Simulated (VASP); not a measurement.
Input of a VASP 6.6.1 run:

Contents of POSCAR:

```
Ga
1.0
    0.0000000000      2.8601175484      2.8601175484
    2.8601175484      0.0000000000      2.8601175484
    2.8601175484      2.8601175484      0.0000000000
Ga
2
Direct
    0.0000000000      0.0000000000      0.0000000000
    0.2500000000      0.2500000000      0.2500000000
```

File INCAR.step1:

```
SYSTEM = Ga
  PREC = Accurate
  ENCUT = 520
  ISMEAR = -1
  SIGMA = 0.1
  LREAL = .FALSE.
  LASPH = .TRUE.
  NELM = 60
  NBANDS = 20
  GGA = PE
  ALGO = Normal
  EDIFF = 1E-4
  LWAVE = .TRUE.
  LCHARG = .FALSE.
```

File INCAR.step2:

```
SYSTEM = Ga
  PREC = Accurate
  ENCUT = 520
  EDIFF = 1E-6
  ISMEAR = -1
  SIGMA = 0.1
  LREAL = .FALSE.
  LASPH = .TRUE.
  NELM = 60
  ALGO = Normal
  ISIF = 2
  LWAVE = .FALSE.
  LCHARG = .TRUE.
  METAGGA = R2SCAN
  LMIXTAU = .TRUE.
  LELF = .TRUE.
  LVHAR = .TRUE.
  NBANDS = 20
  ISTART = 1
```

File KPOINTS:

```
regular mesh
0
G
  10 10 10
  0 0 0
```

Potentials or basis: VASP PAW PBE potentials, release 64 (Ga_d).

Launch:

```bash
$ cat potpaw_PBE.64/Ga_d/POTCAR > POTCAR
$ cp INCAR.step1 INCAR
$ mpirun -np 1 vasp_std > vasp.out
$ cp INCAR.step2 INCAR
$ mpirun -np 1 vasp_std > vasp.out
```

Estimate the pressure.

1.4 GPa.

Predict the band gap on the k mesh.

zero (band 13 reaches 6.02 eV, above the bottom of band 14 at 1.35 eV).

Caveat: the PAW data sets were made with another functional, which shifts forces and pressure a little.
